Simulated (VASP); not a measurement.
Write the native input for VASP 6.6.1 that does the following.

```
Task                   : single point
Functional             : PBE
Potentials or basis    : VASP PAW PBE potentials, release 64 (Fe, Br)
Cutoff                 : 520 eV
k mesh                 : 6 × 6 × 4
Occupations            : gaussian, width 0.1 eV
Spin                   : collinear spin, ferromagnetic start
Starting moments       : [4.0, 4.0, 0.0, 0.0] μB
Dipole correction      : no
Further INCAR settings : ALGO = Normal; EDIFF = 1e-06; NBANDS = 27
```

The structure of FeBr lies in POSCAR:

```
FeBr
1.0
    4.0061796913      0.0000000000      0.0000000000
   -2.0030898456      3.4694533848      0.0000000000
    0.0000000000      0.0000000000      6.4157586215
Fe Br
2 2
Direct
    0.3333333333      0.6666666667      0.0000000000
    0.6666666667      0.3333333333      0.5000000000
    0.3333333333      0.6666666667      0.3821000000
    0.6666666667      0.3333333333      0.8821000000
```

One way to write it, as run:

INCAR

```
  PREC = Accurate
  ENCUT = 520
  EDIFF = 1E-6
  ISMEAR = 0
  SIGMA = 0.1
  LREAL = F
  LASPH = T
  NELM = 150
  ALGO = Normal
  ISIF = 2
  LWAVE = F
  LCHARG = F
  ISPIN = 2
  MAGMOM = 4 4 0 0
  LORBIT = 11
  LMAXMIX = 4
  GGA = PE
  NBANDS = 27
```

KPOINTS

```
regular mesh
0
Gamma
  6 6 4
```

Potentials or basis: VASP PAW PBE potentials, release 64 (Fe, Br).

The run is started by

```sh
$ cat potpaw_PBE.64/Fe/POTCAR potpaw_PBE.64/Br/POTCAR > POTCAR
$ mpirun -np 1 vasp_std > vasp.out
```

Results of the run:

* Pressure: 2.7 GPa
* Largest force: 0.048 eV/Å
* Band gap on the k mesh: zero (filled and empty bands overlap)
* Net moment: 6.01 μB per cell
* Site moments: Fe +2.80; Br +0.07 μB
* Valence electrons inside the program's atomic spheres: Fe 6.99; Br 4.93

Caveat: semilocal functionals often make such compounds metallic where correlation or magnetic order opens a gap, which also shifts bond lengths.

Run time: 3.1 min on 1 thread of Intel Xeon 8259CL, on a shared host, peak memory 0.26 GiB.
